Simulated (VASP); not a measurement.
A run of VASP 6.6.1 is set up as follows.

Contents of INCAR:

```
ALGO = Normal ; EDIFF = 1E-6
ENCUT = 520 ; ISIF = 2
ISMEAR = 0 ; LASPH = True
LCHARG = True ; LELF = True
LREAL = False ; LVHAR = True
LWAVE = False ; NBANDS = 17
NELM = 60 ; PREC = Accurate
SIGMA = 0.15
```

Contents of KPOINTS:

```
k-points
0
Gamma
  18 18 18
```

POSCAR

```
TiSi2
1.0
   -1.4540925019      1.6852182440      4.1375118505
    1.4540925019     -1.6852182440      4.1375118505
    1.4540925019      1.6852182440     -4.1375118505
Ti Si
1 2
Direct
    0.0000000000      0.0000000000      0.0000000000
    0.3309289791      0.3309289791      0.0000000000
    0.6690710209      0.6690710209      0.0000000000
```

Potentials or basis: VASP PAW LDA potentials, release 64 (Ti_sv, Si).

Launch:

```bash
$ cat potpaw_LDA.64/Ti_sv/POTCAR potpaw_LDA.64/Si/POTCAR > POTCAR
$ mpirun -np 1 vasp_std > vasp.out
```

Q: Predict the pressure.

A: 0.2 GPa.

Q: What does it give for the band gap on the k mesh?

A: Zero (bands 10 and 11 overlap by 2.46 eV).

Q: Estimate the largest force.

A: 0.012 eV/Å.

Forces on the atoms (eV/Å):
```
Ti   0.000  0.000  0.000
Si   0.000  0.000 -0.012
Si   0.000  0.000  0.012
```
